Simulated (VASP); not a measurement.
**TlS3H3 (Tl(SH)3): single point with PBE**

TlS3H3 (Tl(SH)3), in a box:

```
Tl S H
1.0
    13.82000    0.00000    0.00000
     0.00000   14.14000    0.00000
     0.00000    0.00000    9.00000
Tl S H
1 3 3
Cartesian
  6.5644 7.2835 4.5007
  8.9870 6.7641 4.5000
  9.3212 8.0757 4.5033
  5.8030 9.6412 4.5000
  4.5000 9.2749 4.5033
  4.9033 5.4453 4.5000
  5.8720 4.5000 4.5033
```

```yaml
Program: VASP 6.6.1
Task: single point
Functional: PBE
Potentials_or_basis: VASP PAW PBE potentials, release 64 (Tl_d, S, H_h)
Cutoff: 910 eV
k_mesh: 1 × 1 × 1
Occupations: gaussian, width 0.01 eV
Spin: no spin polarisation
```

- Largest force: 0.136 eV/Å
- Gap between the frontier levels: 2.71 eV

Forces on the atoms (eV/Å):
```
Tl  -0.002 -0.007 -0.001
S   -0.097  0.094  0.001
S   -0.032 -0.128  0.001
S    0.130  0.041  0.001
H   -0.014 -0.067  0.000
H    0.065  0.022  0.000
H   -0.051  0.045  0.000
```

Levels at points of the mesh, in eV from the valence-band top:
| k point | band 15 | band 16 | band 17 | band 18 | band 19 | band 20 |
| --- | --- | --- | --- | --- | --- | --- |
| (0.00, 0.00, 0.00) | -0.53 | 0.00 | 0.00 | 2.71 | 4.48 | 4.99 |

It took 5.1 min on 1 thread of Intel(R) Xeon(R) Platinum 8488C (Sapphire Rapids) (shared host), peak memory 2.5 GiB.

Caveat: spin-orbit coupling is left out, which moves the levels of the heavy elements.
